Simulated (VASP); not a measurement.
# Na in VASP: single point with PBE

Aim: the single point of Na with PBE.

Everything below comes from runs of VASP 6.6.1. Logs are shortened: lines on timing, memory, paths and dates and some standing lists are left out, and cuts for length are marked.

## Step 1: The cell of the first run

The cell holds a slab with vacuum, 4 atoms: a = 3.767 Å, b = 3.767 Å, c = 24.231 Å, α = 90.00°, β = 90.00°, γ = 120.00°.

## Step 2: Single point, PBE

INCAR

```
SYSTEM = Na
PREC = Accurate
ENCUT = 520
EDIFF = 1E-6
ISMEAR = -1
SIGMA = 0.05
LREAL = .False.
LASPH = .True.
NELM = 60
ALGO = Normal
ISIF = 2
LWAVE = .False.
LCHARG = .True.
LDIPOL = .True.
IDIPOL = 3
DIPOL = 0.5 0.5 0.500
GGA = PE
LELF = .True.
LVHAR = .True.
LVACPOTAV = .True.
NBANDS = 22
```

KPOINTS

```
regular mesh
0
Gamma
  8 8 1
  0 0 0
```

POSCAR

```
Na
1.0
    3.7670009976      0.0000000000      0.0000000000
   -1.8835004988      3.2623185600      0.0000000000
    0.0000000000      0.0000000000     24.2310000000
Na
4
Direct
    0.6666666667      0.3333333334      0.3095208617
    0.3333333333      0.6666666666      0.4365069539
    0.6666666667      0.3333333334      0.5634930461
    0.3333333333      0.6666666666      0.6904791383
```

Potentials or basis: VASP PAW PBE potentials, release 64 (Na_pv).

Run with:

```console
$ cat potpaw_PBE.64/Na_pv/POTCAR > POTCAR
$ mpirun -np 1 vasp_std > vasp.out
```

OUTCAR:

```text
SYSTEM = Na
   PREC = Accurate
   ENCUT = 520
   EDIFF = 1E-6
   ISMEAR = -1
   LREAL = .False.
   LASPH = .True.
   NELM = 60
   ISIF = 2
   GGA = PE

 ion  position               nearest neighbor table
   1  0.667  0.333  0.310-
   2  0.333  0.667  0.437-
   3  0.667  0.333  0.563-
   4  0.333  0.667  0.690-

  LATTYP: Found a hexagonal cell.
 ALAT       =     3.7670009976
 C/A-ratio  =     6.4324379036

  Lattice vectors:

 A1 = (   3.7670009976,   0.0000000000,   0.0000000000)
 A2 = (  -1.8835004988,   3.2623185600,   0.0000000000)
 A3 = (   0.0000000000,   0.0000000000,  24.2310000000)

Analysis of symmetry for initial positions (statically):
=====================================================================
 Subroutine PRICEL returns:
 Original cell was already a primitive cell.

 Routine SETGRP: Setting up the symmetry group for a
 hexagonal supercell.

 Subroutine GETGRP returns: Found 12 space group operations
 (whereof 12 operations were pure point group operations)
 out of a pool of 24 trial point group operations.

The static configuration has the point symmetry D_3d.

Analysis of symmetry for dynamics (positions and initial velocities):
=====================================================================
 Subroutine PRICEL returns:
 Original cell was already a primitive cell.

 Routine SETGRP: Setting up the symmetry group for a
 hexagonal supercell.

 Subroutine GETGRP returns: Found 12 space group operations
 (whereof 12 operations were pure point group operations)
 out of a pool of 24 trial point group operations.

The dynamic configuration has the point symmetry D_3d.

 Subroutine INISYM returns: Found 12 space group operations
 (whereof 12 operations are pure point group operations),
 and found     1 'primitive' translations

----------------------------------------------------------------------------------------

                                     Primitive cell

  volume of cell :     297.7786

  direct lattice vectors                    reciprocal lattice vectors
     3.767000998  0.000000000  0.000000000     0.265463163  0.153265229  0.000000000
    -1.883500499  3.262318560  0.000000000     0.000000000  0.306530457  0.000000000
     0.000000000  0.000000000 24.231000000     0.000000000  0.000000000  0.041269448

  length of vectors
     3.767000998  3.767000998 24.231000000     0.306530457  0.306530457  0.041269448

  position of ions in fractional coordinates (direct lattice)
     0.666666667  0.333333333  0.309520862
     0.333333333  0.666666667  0.436506954
     0.666666667  0.333333333  0.563493046
     0.333333333  0.666666667  0.690479138

  ion indices of the primitive-cell ions
   primitive index   ion index
                 1           1
                 2           2
                 3           3
                 4           4

----------------------------------------------------------------------------------------

 KPOINTS: regular mesh

Automatic generation of k-mesh.
 Grid dimensions read from file:
 generate k-points for:    8    8    1

 Generating k-lattice:

  Cartesian coordinates                     Fractional coordinates (reciprocal lattice)
     0.033182895  0.019158154  0.000000000     0.125000000  0.000000000  0.000000000
     0.000000000  0.038316307  0.000000000     0.000000000  0.125000000  0.000000000
     0.000000000  0.000000000  0.041269448     0.000000000  0.000000000  1.000000000

  Length of vectors
     0.038316307  0.038316307  0.041269448

  Shift w.r.t. Gamma in fractional coordinates (k-lattice)
     0.000000000  0.000000000  0.000000000

 Subroutine IBZKPT returns following result:
 ===========================================

 Found     10 irreducible k-points:

 Following reciprocal coordinates:
            Coordinates               Weight
  0.000000  0.000000  0.000000      1.000000
  0.125000  0.000000  0.000000      6.000000
  0.250000  0.000000  0.000000      6.000000
  0.375000 -0.000000  0.000000      6.000000
  0.500000  0.000000  0.000000      3.000000
  0.125000  0.125000  0.000000      6.000000
  0.250000  0.125000  0.000000     12.000000
  0.375000  0.125000  0.000000     12.000000
  0.250000  0.250000  0.000000      6.000000
  0.375000  0.250000  0.000000      6.000000
   k-points           NKPTS =     10   k-points in BZ     NKDIM =     10   number of bands    NBANDS=     22
   number of dos      NEDOS =    301   number of ions     NIONS =      4
   total plane-waves  NPLWV = 141120
   dimension x,y,z NGX =    28 NGY =   28 NGZ =  180
   dimension x,y,z NGXF=    56 NGYF=   56 NGZF=  360
   ions per type =               4
   NGX,Y,Z   is equivalent  to a cutoff of  12.36, 12.36, 12.35 a.u.
   NGXF,Y,Z  is equivalent  to a cutoff of  24.71, 24.71, 24.70 a.u.
 SYSTEM =  Na
   PREC   = accura    normal or accurate (medium, high low for compatibility)
   ISTART =      0    job   : 0-new  1-cont  2-samecut
   ICHARG =      2    charge: 1-file 2-atom 10-const
   ISPIN  =      1    spin polarized calculation?
   LNONCOLLINEAR =      F non collinear calculations
   LSORBIT =      F    spin-orbit coupling
   LASPH  =      T    aspherical Exc in radial PAW
   ENCUT  =  520.0 eV  38.22 Ry    6.18 a.u.   7.00  7.00 45.05*2*pi/ulx,y,z
   NELM   =     60;   NELMIN=  2; NELMDL= -5     # of ELM steps
   EDIFF  = 0.1E-05   stopping-criterion for ELM
   LREAL  =      F    real-space projection
   EDIFFG = 0.1E-04   stopping-criterion for IOM
   NSW    =      0    number of steps for IOM
   IBRION =     -1    ionic relax: 0-MD 1-quasi-New 2-CG
   NFREE  =      0    steps in history (QN), initial steepest desc. (CG)
   ISIF   =      2    stress and relaxation
   ISYM   =      2    0-nonsym 1-usesym 2-fastsym
   POTIM  = 0.5000    time-step for ionic-motion
   TEBEG  =    0.0;   TEEND  =   0.0 temperature during run
   PSTRESS=    0.0 pullay stress
   NELECT =      28.0000    total number of electrons
   NUPDOWN=      -1.0000    fix difference up-down
   EMIN   =  10.00;   EMAX   =-10.00  energy-range for DOS
   EFERMI =   0.00;   METHOD = LEGACY
   ISMEAR =    -1;   SIGMA  =   0.05  broadening in eV -4-tet -1-fermi 0-gaus
   EFERMI_NEDOS =   21; number of points for ismear=-14 and -15
   IALGO  =     38    algorithm
   IMIX   =      4    mixing-type and parameters
     AMIX     =   0.40;   BMIX     =  1.00
     AMIX_MAG =   1.60;   BMIX_MAG =  1.00
  volume/ion in A,a.u.               =      74.44       502.38
  Fermi-wavevector in a.u.,A,eV,Ry     =   0.744440  1.406788  7.540225  0.554191
  Thomas-Fermi vector in A             =   1.839792
   LORBIT       =      0    0 simple, 1 ext, 2 COOP (PROOUT), +10 PAW based schemes
   GGA     = PE    functional components
   LHFCALC =     F    Hartree Fock is set to
   AEXX    =    0.0000 exact exchange contribution
   IVDW    =     0    specifies the selected vdW correction
   LEPSILON=     F    determine dielectric tensor
   LRPA    =     F    only Hartree local field effects (RPA)
 non-spin polarized calculation
  energy-cutoff  :      520.00
  volume of cell :      297.78
 maximum number of plane-waves:      8051
 NGX is ok and might be reduce to    28
   NGX = 13   NGY = 13   NGZ = 91

 dipolmoment           0.000000      0.000000     -0.000000 electrons x Angstroem

 number of electron      28.0000020 magnetization

 dipolmoment           0.000000      0.000000      0.000000 electrons x Angstroem

 Free energy of the ion-electron system (eV)
  ---------------------------------------------------
  ext. energy  EPLUGINS =         0.00000000
  ---------------------------------------------------
  free energy    TOTEN  =        -4.91838835 eV

  energy without entropy =       -4.90053877  energy(sigma->0) =       -4.90946356

 E-fermi :  -1.2379     XC(G=0):  -3.8722

 val. band max:       -1.3232977384   @ k =   0.2500   0.1250   0.0000
 cond. band min:      -1.1264008343   @ k =   0.2500   0.2500   0.0000
 fundamental gap:      0.1968969041
 Fermi energy:        -1.2378752042

 k-point     1 :       0.0000    0.0000    0.0000
  band No.  band energies     occupation
      1     -26.3716      2.00000
      2     -26.3716      2.00000
      3     -26.3420      2.00000
      4     -26.3420      2.00000
      5     -26.3420      2.00000
      6     -26.3420      2.00000
[... 14 lines left out ...]
     21       2.4704      0.00000
     22       4.4396      0.00000

 k-point     2 :       0.1250    0.0000    0.0000
  band No.  band energies     occupation
      1     -26.3711      2.00000
      2     -26.3711      2.00000
      3     -26.3456      2.00000
      4     -26.3456      2.00000
      5     -26.3429      2.00000
      6     -26.3429      2.00000
[... 14 lines left out ...]
     21       2.6835      0.00000
     22       4.6371      0.00000

 k-point     3 :       0.2500    0.0000    0.0000
  band No.  band energies     occupation
      1     -26.3699      2.00000
      2     -26.3699      2.00000
      3     -26.3543      2.00000
      4     -26.3543      2.00000
      5     -26.3450      2.00000
      6     -26.3450      2.00000
[... 14 lines left out ...]
     21       3.2751      0.00000
     22       3.6704      0.00000
[... 126 lines left out ...]
 k-point     9 :       0.2500    0.2500    0.0000
  band No.  band energies     occupation
      1     -26.3682      2.00000
      2     -26.3682      2.00000
      3     -26.3619      2.00000
      4     -26.3619      2.00000
      5     -26.3526      2.00000
      6     -26.3526      2.00000
[... 14 lines left out ...]
     21       2.3300      0.00000
     22       3.1741      0.00000

 k-point    10 :       0.3750    0.2500    0.0000
  band No.  band energies     occupation
      1     -26.3679      2.00000
      2     -26.3679      2.00000
      3     -26.3621      2.00000
      4     -26.3621      2.00000
      5     -26.3555      2.00000
      6     -26.3555      2.00000
[... 14 lines left out ...]
     21       2.3667      0.00000
     22       2.7522      0.00000

------------------------ aborting loop because EDIFF is reached ----------------------------------------

  FORCE on cell =-STRESS in cart. coord.  units (eV):
  Direction    XX          YY          ZZ          XY          YZ          ZX
  --------------------------------------------------------------------------------------
  -------------------------------------------------------------------------------------
  Total       -0.1800407     -0.1800407     -0.3593235      0.0000000      0.0000000      0.0000000
  in kB       -0.9686969     -0.9686969     -1.9333154      0.0000000      0.0000000      0.0000000
  external PRESSURE =      -1.2902364 kB  Pullay stress =       0.0000000 kB

 VOLUME and BASIS-vectors are now :
 -----------------------------------------------------------------------------
  energy-cutoff  :      520.00
  volume of cell :      297.78
      direct lattice vectors                 reciprocal lattice vectors
     3.767000998  0.000000000  0.000000000     0.265463163  0.153265229  0.000000000
    -1.883500499  3.262318560  0.000000000     0.000000000  0.306530457  0.000000000
     0.000000000  0.000000000 24.231000000     0.000000000  0.000000000  0.041269448

 POSITION                                       TOTAL-FORCE (eV/Angst)
 -----------------------------------------------------------------------------------
      1.88350      1.08744      7.50000        -0.000000      0.000000      0.021196
     -0.00000      2.17488     10.57700         0.000000     -0.000000      0.051718
      1.88350      1.08744     13.65400        -0.000000      0.000000     -0.051718
     -0.00000      2.17488     16.73100         0.000000      0.000000     -0.021196
 -----------------------------------------------------------------------------------
    total drift:                                0.000000      0.000000      0.000000

  FREE ENERGIE OF THE ION-ELECTRON SYSTEM (eV)
  ---------------------------------------------------
  free  energy   TOTEN  =        -4.9183883494 eV

  energy  without entropy=       -4.9005387672  energy(sigma->0) =       -4.90946356

 vacuum level on the upper side and lower side of the slab         1.666         1.666
```

Run time: 37 s. Hardware: 1 thread of Intel Xeon 6975P-C (Granite Rapids), shared host; peak memory 0.35 GiB.

What came out:

| Item | Value |
| --- | --- |
| Free energy | -4.9184 eV |
| Largest force | 0.052 eV/Å |
| Band gap on the k mesh | zero (band 14 reaches -0.02 eV, above the bottom of band 15 at -2.87 eV) |

Forces in eV/Å, atoms in the order of the input:
```
Na   0.000  0.000  0.021
Na   0.000  0.000  0.052
Na   0.000  0.000 -0.052
Na   0.000  0.000 -0.021
```
